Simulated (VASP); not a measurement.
Input of a VASP 6.6.1 run:

The input INCAR:

```
SYSTEM = HfH2
ALGO     = Normal         ! electronic algorithm
EDIFF    = 1E-6           ! SCF threshold, eV
EDIFFG   = -0.008         ! ionic threshold
ENCUT    = 600            ! plane-wave cutoff, eV
GGA      = PS             ! functional
IBRION   = 2              ! ionic algorithm
ISIF     = 3              ! what is computed and relaxed
ISMEAR   = 0              ! smearing method
LASPH    = .True.         ! aspherical terms in the spheres
LCHARG   = .False.        ! write CHGCAR
LREAL    = .False.        ! projectors in reciprocal space
LWAVE    = .False.        ! write WAVECAR
NELM     = 80             ! most SCF steps
NSW      = 70             ! ionic steps
PREC     = Accurate       ! precision mode
PSTRESS  = 40.0         
SIGMA    = 0.1            ! smearing width, eV
```

The input KPOINTS:

```
k-points
0
Gamma
  16 16 16
  0 0 0
```

POSCAR

```
HfH2
1.0
   -1.7188141799      1.7188141799      2.0977751559
    1.7188141799     -1.7188141799      2.0977751559
    1.7188141799      1.7188141799     -2.0977751559
Hf H
1 2
Direct
    0.0000000000      0.0000000000      0.0000000000
    0.7500000000      0.2500000000      0.5000000000
    0.2500000000      0.7500000000      0.5000000000
```

Potentials or basis: VASP PAW PBE potentials, release 64 (Hf_pv, H).

Run with:

```console
$ cat potpaw_PBE.64/Hf_pv/POTCAR potpaw_PBE.64/H/POTCAR > POTCAR
$ mpirun -np 1 vasp_std > vasp.out
```

**Question.** Estimate the relaxed volume.

**Answer.** 8.24 Å³/atom.

**Question.** What does it give for the band gap on the k mesh?

**Answer.** Zero (bands 6 and 7 overlap by 1.23 eV).

**Question.** Predict the relaxed cell.

**Answer.** a = 3.206 Å, b = 3.206 Å, c = 3.206 Å, α = 115.12°, β = 115.12°, γ = 98.69°.

**Question.** Estimate the space group after relaxing (to 0.1 Å).

**Answer.** I4/mmm (No. 139).

Stress tensor (GPa, compression positive):
```
4.02 0.00 0.00
0.00 4.02 0.00
0.00 0.00 3.93
```

Caveat: the cell is relaxed towards a set pressure, so the run minimises the enthalpy, not the energy; the PAW data sets were made with another functional, which shifts forces and pressure a little; spin-orbit coupling is left out, which moves the levels of the heavy elements.
